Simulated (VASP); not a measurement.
# Te2Mo (P6_3/mmc) in VASP: a series of runs

Te2Mo is run at these levels: PBE; tasks: single point.

Program: VASP 6.6.1. These are calculated values, not measurements. Logs are shortened: lines on timing, memory, paths and dates and some standing lists are left out, and cuts for length are marked.

## (1) The cell of the first run

Symmetry: P6_3/mmc, No. 194, hexagonal system. The conventional cell has a = 3.699 Å, b = 3.699 Å, c = 14.951 Å, α = 90.00°, β = 90.00°, γ = 120.00°. Te (site symmetry 3m) has 3 Mo at 2.77 Å and 7 Te at 3.52 to 3.70 Å within 3.7 Å. Within 3.7 Å of Mo (site symmetry -6m2) lie 6 Te at 2.77 Å and 6 Mo at 3.70 Å.

## (2) Single point, PBE

File INCAR:

```
PREC = Accurate
ENCUT = 520
EDIFF = 1E-7
ISMEAR = 0
SIGMA = 0.02
LREAL = F
LASPH = T
NELM = 60
ALGO = Normal
ISIF = 2
LWAVE = F
LCHARG = F
GGA = PE
NBANDS = 35
```

File KPOINTS:

```
regular mesh
0
Gamma
  12 12 2
```

File POSCAR:

```
Te2Mo
1.0
    3.6989298689      0.0000000000      0.0000000000
   -1.8494649344      3.2033672333      0.0000000000
    0.0000000000      0.0000000000     14.9513869575
Te Mo
4 2
Direct
    0.3333333333      0.6666666667      0.6323675541
    0.6666666667      0.3333333333      0.1323675541
    0.6666666667      0.3333333333      0.3676324459
    0.3333333333      0.6666666667      0.8676324459
    0.3333333333      0.6666666667      0.2500000000
    0.6666666667      0.3333333333      0.7500000000
```

Potentials or basis: VASP PAW PBE potentials, release 64 (Te, Mo_sv).

Started as:

```sh
> cat potpaw_PBE.64/Te/POTCAR potpaw_PBE.64/Mo_sv/POTCAR > POTCAR
> mpirun -np 1 vasp_std > vasp.out
```

OUTCAR:

```text
PREC = Accurate
   ENCUT = 520
   EDIFF = 1E-7
   ISMEAR = 0
   LREAL = F
   LASPH = T
   NELM = 60
   ISIF = 2
   GGA = PE

 ion  position               nearest neighbor table
   1  0.333  0.667  0.632-   6 2.77   6 2.77   6 2.77   4 3.52
   2  0.667  0.333  0.132-   5 2.77   5 2.77   5 2.77   3 3.52
   3  0.667  0.333  0.368-   5 2.77   5 2.77   5 2.77   2 3.52
   4  0.333  0.667  0.868-   6 2.77   6 2.77   6 2.77   1 3.52
   5  0.333  0.667  0.250-   2 2.77   3 2.77   2 2.77   3 2.77   2 2.77   3 2.77
   6  0.667  0.333  0.750-   1 2.77   4 2.77   1 2.77   4 2.77   1 2.77   4 2.77

  LATTYP: Found a hexagonal cell.
 ALAT       =     3.6989298689
 C/A-ratio  =     4.0420844643

  Lattice vectors:

 A1 = (   3.6989298689,   0.0000000000,   0.0000000000)
 A2 = (  -1.8494649344,   3.2033672333,   0.0000000000)
 A3 = (   0.0000000000,   0.0000000000,  14.9513869575)

Analysis of symmetry for initial positions (statically):
=====================================================================
 Subroutine PRICEL returns:
 Original cell was already a primitive cell.

 Routine SETGRP: Setting up the symmetry group for a
 hexagonal supercell.

 Subroutine GETGRP returns: Found 24 space group operations
 (whereof 12 operations were pure point group operations)
 out of a pool of 24 trial point group operations.

The static configuration has the point symmetry D_3d.
 The point group associated with its full space group is D_6h.

Analysis of symmetry for dynamics (positions and initial velocities):
=====================================================================
 Subroutine PRICEL returns:
 Original cell was already a primitive cell.

 Routine SETGRP: Setting up the symmetry group for a
 hexagonal supercell.

 Subroutine GETGRP returns: Found 24 space group operations
 (whereof 12 operations were pure point group operations)
 out of a pool of 24 trial point group operations.

The dynamic configuration has the point symmetry D_3d.
 The point group associated with its full space group is D_6h.

 Subroutine INISYM returns: Found 24 space group operations
 (whereof 12 operations are pure point group operations),
 and found     1 'primitive' translations

----------------------------------------------------------------------------------------

                                     Primitive cell

  volume of cell :     177.1594

  direct lattice vectors                    reciprocal lattice vectors
     3.698929869  0.000000000  0.000000000     0.270348462  0.156085757  0.000000000
    -1.849464934  3.203367233  0.000000000     0.000000000  0.312171514  0.000000000
     0.000000000  0.000000000 14.951386958     0.000000000  0.000000000  0.066883427

  length of vectors
     3.698929869  3.698929869 14.951386958     0.312171514  0.312171514  0.066883427

  position of ions in fractional coordinates (direct lattice)
     0.333333333  0.666666667  0.632367554
     0.666666667  0.333333333  0.132367554
     0.666666667  0.333333333  0.367632446
     0.333333333  0.666666667  0.867632446
     0.333333333  0.666666667  0.250000000
     0.666666667  0.333333333  0.750000000

  ion indices of the primitive-cell ions
   primitive index   ion index
                 1           1
                 2           2
                 3           3
                 4           4
                 5           5
                 6           6

----------------------------------------------------------------------------------------

 KPOINTS: regular mesh

Automatic generation of k-mesh.
 Grid dimensions read from file:
 generate k-points for:   12   12    2

 Generating k-lattice:

  Cartesian coordinates                     Fractional coordinates (reciprocal lattice)
     0.022529038  0.013007146  0.000000000     0.083333333  0.000000000  0.000000000
     0.000000000  0.026014293  0.000000000     0.000000000  0.083333333  0.000000000
     0.000000000  0.000000000  0.033441714     0.000000000  0.000000000  0.500000000

  Length of vectors
     0.026014293  0.026014293  0.033441714

  Shift w.r.t. Gamma in fractional coordinates (k-lattice)
     0.000000000  0.000000000  0.000000000

 Subroutine IBZKPT returns following result:
 ===========================================

 Found     38 irreducible k-points:

 Following reciprocal coordinates:
            Coordinates               Weight
  0.000000  0.000000  0.000000      1.000000
  0.083333 -0.000000  0.000000      6.000000
  0.166667 -0.000000  0.000000      6.000000
  0.250000 -0.000000  0.000000      6.000000
  0.333333  0.000000  0.000000      6.000000
  0.416667 -0.000000  0.000000      6.000000
[... 16 lines left out ...]
  0.250000 -0.000000  0.500000      6.000000
  0.333333  0.000000  0.500000      6.000000
 [... further k-points ...]
   k-points           NKPTS =     38   k-points in BZ     NKDIM =     38   number of bands    NBANDS=     35
   number of dos      NEDOS =    301   number of ions     NIONS =      6
   total plane-waves  NPLWV =  87808
   dimension x,y,z NGX =    28 NGY =   28 NGZ =  112
   dimension x,y,z NGXF=    56 NGYF=   56 NGZF=  224
   ions per type =               4   2
   NGX,Y,Z   is equivalent  to a cutoff of  12.58, 12.58, 12.45 a.u.
   NGXF,Y,Z  is equivalent  to a cutoff of  25.17, 25.17, 24.91 a.u.
 SYSTEM =  unknown system
   PREC   = accura    normal or accurate (medium, high low for compatibility)
   ISTART =      0    job   : 0-new  1-cont  2-samecut
   ICHARG =      2    charge: 1-file 2-atom 10-const
   ISPIN  =      1    spin polarized calculation?
   LNONCOLLINEAR =      F non collinear calculations
   LSORBIT =      F    spin-orbit coupling
   LASPH  =      T    aspherical Exc in radial PAW
   ENCUT  =  520.0 eV  38.22 Ry    6.18 a.u.   6.88  6.88 27.80*2*pi/ulx,y,z
   NELM   =     60;   NELMIN=  2; NELMDL= -5     # of ELM steps
   EDIFF  = 0.1E-06   stopping-criterion for ELM
   LREAL  =      F    real-space projection
   EDIFFG = 0.1E-05   stopping-criterion for IOM
   NSW    =      0    number of steps for IOM
   IBRION =     -1    ionic relax: 0-MD 1-quasi-New 2-CG
   NFREE  =      0    steps in history (QN), initial steepest desc. (CG)
   ISIF   =      2    stress and relaxation
   ISYM   =      2    0-nonsym 1-usesym 2-fastsym
   POTIM  = 0.5000    time-step for ionic-motion
   TEBEG  =    0.0;   TEEND  =   0.0 temperature during run
   PSTRESS=    0.0 pullay stress
   NELECT =      52.0000    total number of electrons
   NUPDOWN=      -1.0000    fix difference up-down
   EMIN   =  10.00;   EMAX   =-10.00  energy-range for DOS
   EFERMI =   0.00;   METHOD = LEGACY
   ISMEAR =     0;   SIGMA  =   0.02  broadening in eV -4-tet -1-fermi 0-gaus
   EFERMI_NEDOS =   21; number of points for ismear=-14 and -15
   IALGO  =     38    algorithm
   IMIX   =      4    mixing-type and parameters
     AMIX     =   0.40;   BMIX     =  1.00
     AMIX_MAG =   1.60;   BMIX_MAG =  1.00
  volume/ion in A,a.u.               =      29.53       199.26
  Fermi-wavevector in a.u.,A,eV,Ry     =   1.087981  2.055985 16.105242  1.183702
  Thomas-Fermi vector in A             =   2.224152
   LORBIT       =      0    0 simple, 1 ext, 2 COOP (PROOUT), +10 PAW based schemes
   GGA     = PE    functional components
   LHFCALC =     F    Hartree Fock is set to
   AEXX    =    0.0000 exact exchange contribution
   IVDW    =     0    specifies the selected vdW correction
   LEPSILON=     F    determine dielectric tensor
   LRPA    =     F    only Hartree local field effects (RPA)
 non-spin polarized calculation
 Gauss-broadening in eV      SIGMA  =   0.02
  energy-cutoff  :      520.00
  volume of cell :      177.16
 maximum number of plane-waves:      4804
 NGX is ok and might be reduce to    28
   NGX = 13   NGY = 13   NGZ = 55

 number of electron      52.0000002 magnetization

 Free energy of the ion-electron system (eV)
  ---------------------------------------------------
  ext. energy  EPLUGINS =         0.00000000
  ---------------------------------------------------
  free energy    TOTEN  =       -35.86828382 eV

  energy without entropy =      -35.86828382  energy(sigma->0) =      -35.86828382

 E-fermi :   6.4019     XC(G=0):  -9.4954

 val. band max:        6.1969239864   @ k =   0.0000   0.0000   0.0000
 cond. band min:       6.6949058927   @ k =   0.3333   0.3333   0.0000
 fundamental gap:      0.4979819062
 Fermi energy:         6.4018818234

 k-point     1 :       0.0000    0.0000    0.0000
  band No.  band energies     occupation
      1     -54.8138      2.00000
      2     -54.8138      2.00000
      3     -28.8864      2.00000
      4     -28.8864      2.00000
      5     -28.8864      2.00000
      6     -28.8864      2.00000
[... 27 lines left out ...]
     34       8.9724      0.00000
     35      10.8522      0.00000

 k-point     2 :       0.0833   -0.0000    0.0000
  band No.  band energies     occupation
      1     -54.8135      2.00000
      2     -54.8135      2.00000
      3     -28.8914      2.00000
      4     -28.8914      2.00000
      5     -28.8875      2.00000
      6     -28.8875      2.00000
[... 27 lines left out ...]
     34       8.8051      0.00000
     35      11.3019      0.00000

 k-point     3 :       0.1667   -0.0000    0.0000
  band No.  band energies     occupation
      1     -54.8127      2.00000
      2     -54.8127      2.00000
      3     -28.9051      2.00000
      4     -28.9051      2.00000
      5     -28.8907      2.00000
      6     -28.8907      2.00000
[... 27 lines left out ...]
     34       8.9988      0.00000
     35      11.8092      0.00000
[... 723 lines left out ...]
 k-point    23 :       0.2500   -0.0000    0.5000
  band No.  band energies     occupation
      1     -54.8115      2.00000
      2     -54.8115      2.00000
      3     -28.9237      2.00000
      4     -28.9237      2.00000
      5     -28.8951      2.00000
      6     -28.8951      2.00000
[... 27 lines left out ...]
     34       9.1623      0.00000
     35      12.1138      0.00000

 k-point    24 :       0.3333    0.0000    0.5000
  band No.  band energies     occupation
      1     -54.8103      2.00000
      2     -54.8103      2.00000
      3     -28.9423      2.00000
      4     -28.9423      2.00000
      5     -28.8995      2.00000
      6     -28.8995      2.00000
[... 27 lines left out ...]
     34       9.3184      0.00000
     35      11.1973      0.00000

 [... further k-points ...]

------------------------ aborting loop because EDIFF is reached ----------------------------------------

  FORCE on cell =-STRESS in cart. coord.  units (eV):
  Direction    XX          YY          ZZ          XY          YZ          ZX
  --------------------------------------------------------------------------------------
  -------------------------------------------------------------------------------------
  Total       -5.1452175     -5.1452175      0.0657929     -0.0000000      0.0000000      0.0000000
  in kB      -46.5318168    -46.5318168      0.5950117     -0.0000000      0.0000000      0.0000000
  external PRESSURE =     -30.8228740 kB  Pullay stress =       0.0000000 kB

 VOLUME and BASIS-vectors are now :
 -----------------------------------------------------------------------------
  energy-cutoff  :      520.00
  volume of cell :      177.16
      direct lattice vectors                 reciprocal lattice vectors
     3.698929869  0.000000000  0.000000000     0.270348462  0.156085757  0.000000000
    -1.849464934  3.203367233  0.000000000     0.000000000  0.312171514  0.000000000
     0.000000000  0.000000000 14.951386958     0.000000000  0.000000000  0.066883427

 POSITION                                       TOTAL-FORCE (eV/Angst)
 -----------------------------------------------------------------------------------
     -0.00000      2.13558      9.45477        -0.000000     -0.000000     -0.014714
      1.84946      1.06779      1.97908        -0.000000     -0.000000     -0.014714
      1.84946      1.06779      5.49661        -0.000000     -0.000000      0.014714
     -0.00000      2.13558     12.97231        -0.000000      0.000000      0.014714
     -0.00000      2.13558      3.73785        -0.000000     -0.000000      0.000000
      1.84946      1.06779     11.21354         0.000000      0.000000      0.000000
 -----------------------------------------------------------------------------------
    total drift:                               -0.000000      0.000000     -0.000000

  FREE ENERGIE OF THE ION-ELECTRON SYSTEM (eV)
  ---------------------------------------------------
  free  energy   TOTEN  =       -35.8682838217 eV

  energy  without entropy=      -35.8682838217  energy(sigma->0) =      -35.86828382
```

It took 4.3 min on 1 thread of Intel Xeon Platinum 8375C at 2.90GHz (Ice Lake), shared host; peak memory 0.4 GiB.

What came out:

```
Free energy            : -35.8683 eV
Pressure               : -3.1 GPa
Largest force          : 0.015 eV/Å
Band gap on the k mesh : 0.50 eV (least direct gap 0.77 eV)
```

Forces on the atoms (eV/Å):
```
Te   0.000  0.000 -0.015
Te   0.000  0.000 -0.015
Te   0.000  0.000  0.015
Te   0.000  0.000  0.015
Mo   0.000  0.000  0.000
Mo   0.000  0.000  0.000
```

Levels at points of the mesh, in eV from the valence-band top:
| k point | band 24 | band 25 | band 26 | band 27 | band 28 | band 29 |
| --- | --- | --- | --- | --- | --- | --- |
| (0.00, 0.00, 0.00) | -0.59 | -0.54 | 0.00 | 2.42 | 2.42 | 2.46 |
| (0.50, 0.00, 0.00) | -0.88 | -0.85 | -0.83 | 0.86 | 0.89 | 1.16 |
| (0.00, 0.00, 0.50) | -1.29 | -0.10 | -0.10 | 2.44 | 2.44 | 2.44 |
| (0.50, 0.00, 0.50) | -0.89 | -0.85 | -0.85 | 0.88 | 0.88 | 1.20 |

Caveat: the cell stands under tension; spin-orbit coupling is left out, which moves the levels of the heavy elements; this functional lacks dispersion, which binds layers or chains, so the pressure and a relaxed spacing across them are unreliable. A k mesh can miss the band edges.

## (3) Single point, PBE

This run uses another cell than the first one, of 27.43 Å³/atom.

File INCAR:

```
ALGO = Normal
EDIFF = 1E-7
ENCUT = 520
GGA = PE
ISIF = 2
ISMEAR = 0
LASPH = T
LCHARG = F
LREAL = F
LWAVE = F
NBANDS = 35
NELM = 60
PREC = Accurate
SIGMA = 0.02
```

File KPOINTS:

```
k-points
0
Gamma
  12 12 2
```

File POSCAR:

```
Te2Mo
1.0
    3.5566632826      0.0000000000      0.0000000000
   -1.7783316413      3.0801607555      0.0000000000
    0.0000000000      0.0000000000     15.0249795328
Te Mo
4 2
Direct
    0.3333333333      0.6666666667      0.6296733378
    0.6666666667      0.3333333333      0.1296733378
    0.6666666667      0.3333333333      0.3703266622
    0.3333333333      0.6666666667      0.8703266622
    0.3333333333      0.6666666667      0.2500000000
    0.6666666667      0.3333333333      0.7500000000
```

Potentials or basis: VASP PAW PBE potentials, release 64 (Te, Mo_sv).

Started as:

```sh
> cat potpaw_PBE.64/Te/POTCAR potpaw_PBE.64/Mo_sv/POTCAR > POTCAR
> mpirun -np 1 vasp_std > vasp.out
```

It took 2 min on 1 thread of Intel Xeon 6975P-C (Granite Rapids), shared host; peak memory 0.4 GiB.

It converged, with:

```yaml
Free_energy: -36.0741 eV
Pressure: 0.1 GPa
Largest_force: 0.010 eV/Å
Band_gap_on_the_k_mesh: 0.98 eV (least direct gap 1.02 eV)
```

Forces in eV/Å, atoms in the order of the input:
```
Te   0.000  0.000 -0.010
Te   0.000  0.000 -0.010
Te   0.000  0.000  0.010
Te   0.000  0.000  0.010
Mo   0.000  0.000  0.000
Mo   0.000  0.000  0.000
```

Stress tensor (GPa, compression positive):
```
0.02 0.00 0.00
0.00 0.02 0.00
0.00 0.00 0.19
```

Levels at points of the mesh, in eV from the valence-band top:
```tsv
k point	band 24	band 25	band 26	band 27	band 28	band 29
(0.00, 0.00, 0.00)	-0.79	-0.79	-0.09	2.96	2.96	3.01
(0.50, 0.00, 0.00)	-0.79	-0.43	-0.32	1.33	1.35	1.58
(0.00, 0.00, 0.50)	-0.93	-0.23	-0.23	2.98	2.98	2.98
(0.50, 0.00, 0.50)	-0.79	-0.38	-0.38	1.34	1.34	1.68
```

Caveat: spin-orbit coupling is left out, which moves the levels of the heavy elements; this functional lacks dispersion, which binds layers or chains, so the pressure and a relaxed spacing across them are unreliable.

[end of part 1 of 2]
